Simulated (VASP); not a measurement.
# ZrO2 (Fm-3m) in VASP: a series of runs

The runs below take ZrO2 through single point, with PBE, LDA.

Everything below comes from runs of VASP 6.6.1. Logs are shortened: lines on timing, memory, paths and dates and some standing lists are left out, and cuts for length are marked.

## 1. The cell of the first run

Symmetry: Fm-3m, No. 225, cubic system. Conventional cell: a = 5.089 Å, b = 5.089 Å, c = 5.089 Å, α = 90.00°, β = 90.00°, γ = 90.00°. Within 2.9 Å of Zr (site symmetry m-3m) lie 8 O at 2.20 Å. Within 2.9 Å of O (site symmetry -43m) lie 4 Zr at 2.20 Å and 6 O at 2.54 Å.

## 2. Single point, PBE

Contents of INCAR:

```
SYSTEM = ZrO2
  PREC = Accurate
  ENCUT = 600
  EDIFF = 1E-6
  ISMEAR = 0
  SIGMA = 0.01
  LREAL = .False.
  LASPH = .True.
  NELM = 120
  ALGO = Normal
  ISIF = 2
  LWAVE = .False.
  LCHARG = .False.
  GGA = PE
  NBANDS = 19
  GGA_COMPAT = .False.
```

Contents of KPOINTS:

```
Automatic mesh
0
Gamma
  4 4 4
  0 0 0
```

Contents of POSCAR:

```
ZrO2
1.0
    0.0000000000      2.5447135873      2.5447135873
    2.5447135873      0.0000000000      2.5447135873
    2.5447135873      2.5447135873      0.0000000000
Zr O
1 2
Direct
    0.0000000000      0.0000000000      0.0000000000
    0.2500000000      0.2500000000      0.2500000000
    0.7500000000      0.7500000000      0.7500000000
```

Potentials or basis: VASP PAW PBE potentials, release 64 (Zr_sv, O).

Command:

```sh
> cat potpaw_PBE.64/Zr_sv/POTCAR potpaw_PBE.64/O/POTCAR > POTCAR
> mpirun -np 1 vasp_std > vasp.out
```

OUTCAR:

```text
SYSTEM = ZrO2
   PREC = Accurate
   ENCUT = 600
   EDIFF = 1E-6
   ISMEAR = 0
   LREAL = .False.
   LASPH = .True.
   NELM = 120
   ISIF = 2
   GGA = PE

 ion  position               nearest neighbor table
   1  0.000  0.000  0.000-   3 2.20   3 2.20   3 2.20   2 2.20   3 2.20   2 2.20   2 2.20   2 2.20

   2  0.250  0.250  0.250-   1 2.20   1 2.20   1 2.20   1 2.20
   3  0.750  0.750  0.750-   1 2.20   1 2.20   1 2.20   1 2.20

  LATTYP: Found a face centered cubic cell.
 ALAT       =     5.0894271746

  Lattice vectors:

 A1 = (   0.0000000000,   2.5447135873,   2.5447135873)
 A2 = (   2.5447135873,   0.0000000000,   2.5447135873)
 A3 = (   2.5447135873,   2.5447135873,   0.0000000000)

Analysis of symmetry for initial positions (statically):
=====================================================================
 Subroutine PRICEL returns:
 Original cell was already a primitive cell.

 Routine SETGRP: Setting up the symmetry group for a
 face centered cubic supercell.

 Subroutine GETGRP returns: Found 48 space group operations
 (whereof 48 operations were pure point group operations)
 out of a pool of 48 trial point group operations.

The static configuration has the point symmetry O_h .

Analysis of symmetry for dynamics (positions and initial velocities):
=====================================================================
 Subroutine PRICEL returns:
 Original cell was already a primitive cell.

 Routine SETGRP: Setting up the symmetry group for a
 face centered cubic supercell.

 Subroutine GETGRP returns: Found 48 space group operations
 (whereof 48 operations were pure point group operations)
 out of a pool of 48 trial point group operations.

The dynamic configuration has the point symmetry O_h .

 Subroutine INISYM returns: Found 48 space group operations
 (whereof 48 operations are pure point group operations),
 and found     1 'primitive' translations

----------------------------------------------------------------------------------------

                                     Primitive cell

  volume of cell :      32.9569

  direct lattice vectors                    reciprocal lattice vectors
     0.000000000  2.544713587  2.544713587    -0.196485767  0.196485767  0.196485767
     2.544713587  0.000000000  2.544713587     0.196485767 -0.196485767  0.196485767
     2.544713587  2.544713587  0.000000000     0.196485767  0.196485767 -0.196485767

  length of vectors
     3.598768468  3.598768468  3.598768468     0.340323331  0.340323331  0.340323331

  position of ions in fractional coordinates (direct lattice)
     0.000000000  0.000000000  0.000000000
     0.250000000  0.250000000  0.250000000
     0.750000000  0.750000000  0.750000000

  ion indices of the primitive-cell ions
   primitive index   ion index
                 1           1
                 2           2
                 3           3

----------------------------------------------------------------------------------------

 KPOINTS: Automatic mesh

Automatic generation of k-mesh.
 Grid dimensions read from file:
 generate k-points for:    4    4    4

 Generating k-lattice:

  Cartesian coordinates                     Fractional coordinates (reciprocal lattice)
    -0.049121442  0.049121442  0.049121442     0.250000000  0.000000000  0.000000000
     0.049121442 -0.049121442  0.049121442     0.000000000  0.250000000  0.000000000
     0.049121442  0.049121442 -0.049121442     0.000000000  0.000000000  0.250000000

  Length of vectors
     0.085080833  0.085080833  0.085080833

  Shift w.r.t. Gamma in fractional coordinates (k-lattice)
     0.000000000  0.000000000  0.000000000

 Subroutine IBZKPT returns following result:
 ===========================================

 Found      8 irreducible k-points:

 Following reciprocal coordinates:
            Coordinates               Weight
  0.000000  0.000000  0.000000      1.000000
  0.250000  0.000000  0.000000      8.000000
  0.500000  0.000000  0.000000      4.000000
  0.250000  0.250000  0.000000      6.000000
  0.500000  0.250000  0.000000     24.000000
 -0.250000  0.250000  0.000000     12.000000
  0.500000  0.500000  0.000000      3.000000
 -0.250000  0.500000  0.250000      6.000000
   k-points           NKPTS =      8   k-points in BZ     NKDIM =      8   number of bands    NBANDS=     19
   number of dos      NEDOS =    301   number of ions     NIONS =      3
   total plane-waves  NPLWV =  27000
   dimension x,y,z NGX =    30 NGY =   30 NGZ =   30
   dimension x,y,z NGXF=    60 NGYF=   60 NGZF=   60
   ions per type =               1   2
   NGX,Y,Z   is equivalent  to a cutoff of  13.86, 13.86, 13.86 a.u.
   NGXF,Y,Z  is equivalent  to a cutoff of  27.72, 27.72, 27.72 a.u.
 SYSTEM =  ZrO2
   PREC   = accura    normal or accurate (medium, high low for compatibility)
   ISTART =      0    job   : 0-new  1-cont  2-samecut
   ICHARG =      2    charge: 1-file 2-atom 10-const
   ISPIN  =      1    spin polarized calculation?
   LNONCOLLINEAR =      F non collinear calculations
   LSORBIT =      F    spin-orbit coupling
   LASPH  =      T    aspherical Exc in radial PAW
   ENCUT  =  600.0 eV  44.10 Ry    6.64 a.u.   7.19  7.19  7.19*2*pi/ulx,y,z
   NELM   =    120;   NELMIN=  2; NELMDL= -5     # of ELM steps
   EDIFF  = 0.1E-05   stopping-criterion for ELM
   LREAL  =      F    real-space projection
   EDIFFG = 0.1E-04   stopping-criterion for IOM
   NSW    =      0    number of steps for IOM
   IBRION =     -1    ionic relax: 0-MD 1-quasi-New 2-CG
   NFREE  =      0    steps in history (QN), initial steepest desc. (CG)
   ISIF   =      2    stress and relaxation
   ISYM   =      2    0-nonsym 1-usesym 2-fastsym
   POTIM  = 0.5000    time-step for ionic-motion
   TEBEG  =    0.0;   TEEND  =   0.0 temperature during run
   PSTRESS=    0.0 pullay stress
   NELECT =      24.0000    total number of electrons
   NUPDOWN=      -1.0000    fix difference up-down
   EMIN   =  10.00;   EMAX   =-10.00  energy-range for DOS
   EFERMI =   0.00;   METHOD = LEGACY
   ISMEAR =     0;   SIGMA  =   0.01  broadening in eV -4-tet -1-fermi 0-gaus
   EFERMI_NEDOS =   21; number of points for ismear=-14 and -15
   IALGO  =     38    algorithm
   IMIX   =      4    mixing-type and parameters
     AMIX     =   0.40;   BMIX     =  1.00
     AMIX_MAG =   1.60;   BMIX_MAG =  1.00
  volume/ion in A,a.u.               =      10.99        74.13
  Fermi-wavevector in a.u.,A,eV,Ry     =   1.472865  2.783312 29.515553  2.169332
  Thomas-Fermi vector in A             =   2.587828
   LORBIT       =      0    0 simple, 1 ext, 2 COOP (PROOUT), +10 PAW based schemes
   GGA     = PE    functional components
   LHFCALC =     F    Hartree Fock is set to
   AEXX    =    0.0000 exact exchange contribution
   IVDW    =     0    specifies the selected vdW correction
   LEPSILON=     F    determine dielectric tensor
   LRPA    =     F    only Hartree local field effects (RPA)
 non-spin polarized calculation
 Gauss-broadening in eV      SIGMA  =   0.01
  energy-cutoff  :      600.00
  volume of cell :       32.96
 maximum number of plane-waves:      1124
 NGX is ok and might be reduce to    30
   NGX = 15   NGY = 15   NGZ = 15

 number of electron      23.9999995 magnetization

 Free energy of the ion-electron system (eV)
  ---------------------------------------------------
  ext. energy  EPLUGINS =         0.00000000
  ---------------------------------------------------
  free energy    TOTEN  =       -28.56520938 eV

  energy without entropy =      -28.56520938  energy(sigma->0) =      -28.56520938

 E-fermi :   7.4251     XC(G=0): -11.7843

 val. band max:        7.2255048019   @ k =   0.5000   0.5000   0.0000
 cond. band min:      10.5803302323   @ k =   0.0000   0.0000   0.0000
 fundamental gap:      3.3548254304
 Fermi energy:         7.4251399435

 k-point     1 :       0.0000    0.0000    0.0000
  band No.  band energies     occupation
      1     -40.8609      2.00000
      2     -18.6812      2.00000
      3     -18.6812      2.00000
      4     -18.6812      2.00000
      5     -10.9718      2.00000
      6      -8.4138      2.00000
[... 11 lines left out ...]
     18      16.5963      0.00000
     19      21.6143      0.00000

 k-point     2 :       0.2500    0.0000    0.0000
  band No.  band energies     occupation
      1     -40.8375      2.00000
      2     -19.0441      2.00000
      3     -18.7165      2.00000
      4     -18.7165      2.00000
      5     -10.2887      2.00000
      6      -8.8489      2.00000
[... 11 lines left out ...]
     18      16.3164      0.00000
     19      20.5941      0.00000

 k-point     3 :       0.5000    0.0000    0.0000
  band No.  band energies     occupation
      1     -40.8140      2.00000
      2     -19.3650      2.00000
      3     -18.7512      2.00000
      4     -18.7512      2.00000
      5     -10.0123      2.00000
      6      -8.7688      2.00000
[... 11 lines left out ...]
     18      16.2659      0.00000
     19      21.2384      0.00000

 k-point     4 :       0.2500    0.2500    0.0000
  band No.  band energies     occupation
      1     -40.8298      2.00000
      2     -19.0798      2.00000
      3     -18.7690      2.00000
      4     -18.7690      2.00000
      5      -9.9538      2.00000
      6      -9.0813      2.00000
[... 11 lines left out ...]
     18      15.8639      0.00000
     19      21.7517      0.00000

 k-point     5 :       0.5000    0.2500    0.0000
  band No.  band energies     occupation
      1     -40.8063      2.00000
      2     -19.2777      2.00000
      3     -18.9371      2.00000
      4     -18.8037      2.00000
      5      -9.5370      2.00000
      6      -9.0864      2.00000
[... 11 lines left out ...]
     18      18.1553      0.00000
     19      21.8027      0.00000

 k-point     6 :      -0.2500    0.2500    0.0000
  band No.  band energies     occupation
      1     -40.8141      2.00000
      2     -19.1757      2.00000
      3     -18.9637      2.00000
      4     -18.7517      2.00000
      5      -9.6149      2.00000
      6      -9.1509      2.00000
[... 11 lines left out ...]
     18      17.8706      0.00000
     19      21.6145      0.00000

 k-point     7 :       0.5000    0.5000    0.0000
  band No.  band energies     occupation
      1     -40.7986      2.00000
      2     -19.4198      2.00000
      3     -18.8555      2.00000
      4     -18.8555      2.00000
      5      -9.6271      2.00000
      6      -8.8539      2.00000
[... 11 lines left out ...]
     18      20.6951      0.00000
     19      20.8896      0.00000

 k-point     8 :      -0.2500    0.5000    0.2500
  band No.  band energies     occupation
      1     -40.7985      2.00000
      2     -19.1497      2.00000
      3     -19.1497      2.00000
      4     -18.8594      2.00000
      5      -9.2245      2.00000
      6      -9.2245      2.00000
[... 11 lines left out ...]
     18      19.5596      0.00000
     19      23.1860      0.00000

------------------------ aborting loop because EDIFF is reached ----------------------------------------

  FORCE on cell =-STRESS in cart. coord.  units (eV):
  Direction    XX          YY          ZZ          XY          YZ          ZX
  --------------------------------------------------------------------------------------
  -------------------------------------------------------------------------------------
  Total        0.7964364      0.7964364      0.7964364      0.0000000      0.0000000     -0.0000000
  in kB       38.7181833     38.7181833     38.7181833      0.0000000      0.0000000     -0.0000000
  external PRESSURE =      38.7181833 kB  Pullay stress =       0.0000000 kB

 VOLUME and BASIS-vectors are now :
 -----------------------------------------------------------------------------
  energy-cutoff  :      600.00
  volume of cell :       32.96
      direct lattice vectors                 reciprocal lattice vectors
     0.000000000  2.544713587  2.544713587    -0.196485767  0.196485767  0.196485767
     2.544713587  0.000000000  2.544713587     0.196485767 -0.196485767  0.196485767
     2.544713587  2.544713587  0.000000000     0.196485767  0.196485767 -0.196485767

 POSITION                                       TOTAL-FORCE (eV/Angst)
 -----------------------------------------------------------------------------------
      0.00000      0.00000      0.00000        -0.000000     -0.000000     -0.000000
      1.27236      1.27236      1.27236         0.000000      0.000000      0.000000
      3.81707      3.81707      3.81707        -0.000000     -0.000000     -0.000000
 -----------------------------------------------------------------------------------
    total drift:                                0.000000     -0.000000      0.000000

  FREE ENERGIE OF THE ION-ELECTRON SYSTEM (eV)
  ---------------------------------------------------
  free  energy   TOTEN  =       -28.5652093763 eV

  energy  without entropy=      -28.5652093763  energy(sigma->0) =      -28.56520938
```

Run time: 15 s. Hardware: 1 thread of AMD EPYC 9R14 (Zen 4), shared host; peak memory 0.13 GiB.

What came out:

```yaml
Free_energy: -28.5652 eV
Pressure: 3.9 GPa
Band_gap_on_the_k_mesh: 3.35 eV (least direct gap 3.80 eV)
```

Caveat: the k points lie up to 0.53 Å⁻¹ apart. A k mesh can miss the band edges.

## 3. Single point, PBE

Contents of INCAR:

```
PREC = Accurate
ENCUT = 600
EDIFF = 1E-6
ISMEAR = 0
SIGMA = 0.01
LREAL = False
LASPH = True
NELM = 120
ALGO = Normal
ISIF = 2
LWAVE = False
LCHARG = False
GGA = PE
NBANDS = 19
GGA_COMPAT = False
```

Contents of KPOINTS:

```
Automatic mesh
0
Gamma
  4 4 4
```

POSCAR is that of step 2.

Potentials or basis: VASP PAW PBE potentials, release 64 (Zr_sv, O).

Command:

```sh
> cat potpaw_PBE.64/Zr_sv/POTCAR potpaw_PBE.64/O/POTCAR > POTCAR
> mpirun -np 1 vasp_std > vasp.out
```

It took 15 s on 1 thread of AMD EPYC 9R14 (Zen 4), shared host; peak memory 0.13 GiB.

It converged, with:

| Property | Result |
| --- | --- |
| Free energy | -28.5652 eV |
| Pressure | 3.9 GPa |
| Band gap on the k mesh | 3.35 eV (least direct gap 3.80 eV) |

Levels at points of the mesh, in eV from the valence-band top:
```csv
k point,band 8,band 9,band 10,band 11,band 12,band 13,band 14,band 15,band 16,band 17
"(0.00, 0.00, 0.00)",-5.23,-5.23,-0.53,-0.53,-0.53,3.35,3.35,6.58,9.37,9.37
"(0.50, 0.00, 0.00)",-4.22,-2.53,-2.47,-1.64,-1.64,4.00,4.00,6.09,8.47,8.47
"(0.50, 0.50, 0.00)",-3.15,-3.15,-1.51,-1.51,0.00,3.80,4.74,5.83,7.28,7.28
```

Caveat: the k points lie up to 0.53 Å⁻¹ apart. A k mesh can miss the band edges.

## 4. Single point, LDA

Contents of INCAR:

```
ALGO     = Normal         # electronic algorithm
EDIFF    = 1E-6           # SCF threshold, eV
ENCUT    = 600            # plane-wave cutoff, eV
GGA_COMPAT= F            
ISIF     = 2              # what is computed and relaxed
ISMEAR   = 0              # smearing method
LASPH    = T              # aspherical terms in the spheres
LCHARG   = T              # write CHGCAR
LELF     = T              # ELF
LREAL    = F              # projectors in reciprocal space
LVHAR    = T            
LWAVE    = F              # write WAVECAR
NBANDS   = 19             # bands
NELM     = 120            # most SCF steps
PREC     = Accurate       # precision mode
SIGMA    = 0.01           # smearing width, eV
```

Contents of KPOINTS:

```
k-points
0
Gamma
  4 4 4
```

POSCAR is that of step 3.

Potentials or basis: VASP PAW LDA potentials, release 64 (Zr_sv, O).

Command:

```sh
> cat potpaw_LDA.64/Zr_sv/POTCAR potpaw_LDA.64/O/POTCAR > POTCAR
> mpirun -np 1 vasp_std > vasp.out
```

It used 7.7 s of CPU time on 1 thread of AMD EPYC 9R14 (Zen 4), on a shared host.

The run converged. Its results:

```
Free energy            : -31.3432 eV
Pressure               : -8.9 GPa
Band gap on the k mesh : 3.23 eV (least direct gap 3.66 eV)
```

Levels at points of the mesh, in eV from the valence-band top:
```
           k point  band 10  band 11  band 12  band 13  band 14  band 15
(0.00, 0.00, 0.00)    -0.54    -0.54    -0.54     3.23     3.23     6.39
(0.50, 0.00, 0.00)    -2.50    -1.66    -1.66     3.90     3.90     6.12
(0.50, 0.50, 0.00)    -1.52    -1.52     0.00     3.66     4.66     5.87
```

Caveat: the k points lie up to 0.53 Å⁻¹ apart. A k mesh can miss the band edges.
